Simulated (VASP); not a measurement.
Set up this calculation in VASP 6.6.1, as the native input.

```yaml
Task: single point
Functional: PBE
Potentials_or_basis: VASP PAW PBE potentials, release 64 (Ge_d)
Cutoff: 520 eV
k_mesh: 20 × 20 × 19
Occupations: fermi-dirac, width 0.1 eV
Spin: no spin polarisation
Dipole_correction: no
Further_INCAR_settings: ALGO = Normal; EDIFF = 1e-06; NBANDS = 13
```

The structure of Ge lies in POSCAR:

```
Ge
1.0
    2.1734697745      0.0000000000      0.0000000000
   -1.0867348873      1.8822800391      0.0000000000
    0.0000000000      0.0000000000      2.0379539556
Ge
1
Direct
    0.0000000000      0.0000000000      0.0000000000
```

These files were run (other wordings do the same):

INCAR

```
PREC = Accurate
ENCUT = 520
EDIFF = 1E-6
ISMEAR = -1
SIGMA = 0.1
LREAL = False
LASPH = True
NELM = 100
ALGO = Normal
ISIF = 2
LWAVE = False
LCHARG = False
GGA = PE
NBANDS = 13
```

KPOINTS

```
Automatic mesh
0
Gamma
  20 20 19
```

Potentials or basis: VASP PAW PBE potentials, release 64 (Ge_d).

Launch:

```console
$ cat potpaw_PBE.64/Ge_d/POTCAR > POTCAR
$ mpirun -np 1 vasp_std > vasp.out
```

Results of the run:

- Pressure: 392.9 GPa
- Band gap on the k mesh: zero (band 7 reaches 32.03 eV, above the bottom of band 8 at 13.45 eV)

Wall time 8.7 s on 1 thread of Intel(R) Xeon(R) 6975P-C (Granite Rapids) (shared host), peak memory 0.15 GiB.
